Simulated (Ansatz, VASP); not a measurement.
ScAlN2 in VASP and in Ansatz

INCAR

```
PREC = Accurate
ENCUT = 520
EDIFF = 1E-7
ISMEAR = -1
SIGMA = 0.02
LREAL = F
LASPH = T
NELM = 100
ALGO = Normal
ISIF = 2
LWAVE = F
LCHARG = F
GGA = PE
NBANDS = 20
```

File KPOINTS:

```
regular mesh
0
Gamma
  8 8 6
```

The input POSCAR:

```
ScAlN2
1.0
    3.0446085499      0.0000000000      0.0000000000
    0.0000000000      3.0446085499      0.0000000000
    0.0000000000      0.0000000000      4.2861565234
Sc N Al
1 2 1
Direct
    0.0000000000      0.0000000000      0.0000000000
    0.0000000000      0.0000000000      0.5000000000
    0.5000000000      0.5000000000      0.0000000000
    0.5000000000      0.5000000000      0.5000000000
```

Input for Ansatz:

```yaml
crystal:
  lattice:
    - [3.0446085499, 0.0, 0.0]
    - [0.0, 3.0446085499, 0.0]
    - [0.0, 0.0, 4.2861565234]
  atoms:
    - { symbol: Sc, position: [0.0, 0.0, 0.0] }
    - { symbol: "N", position: [0.0, 0.0, 0.5] }
    - { symbol: Al, position: [0.5, 0.5, 0.5] }
    - { symbol: "N", position: [0.5, 0.5, 0.0] }
kpoints:
  mp_grid: { grid: [8, 8, 6] }
  band_path:
    path:
      - [0.0, 0.0, 0.0]
      - [0.0, 0.5, 0.0]
      - [0.5, 0.5, 0.0]
      - [0.0, 0.0, 0.5]
      - [0.0, 0.5, 0.5]
      - [0.5, 0.5, 0.5]
    npoints: 1
hamiltonian:
  xc: pbe
scf:
  occupations: { method: fermi_dirac, width: 0.02 }
  n_extra_bands: 5
output:
  forces: true
  stress: true
  eigenvalues: true
```

Change from the starting cell: uniaxial_z strain -0.8%.

Alike in both runs: task single point; functional PBE; k mesh 8 × 8 × 6; occupations fermi-dirac, width 0.02 eV; no spin polarisation.

```csv
,VASP,Ansatz
version,VASP 6.6.1,Ansatz 0.2.0
potentials or method,"VASP PAW PBE potentials, release 64 (Sc_sv, N, Al)","plane waves, PAW"
plane-wave cutoff (eV),520,420
valence electrons in the cell,24,24
```

```tsv
	VASP	Ansatz	Ansatz less VASP
pressure (GPa)	6.1	5.3	-0.78
```

With one functional, cell and mesh, what is left measures potentials, basis and numerics.
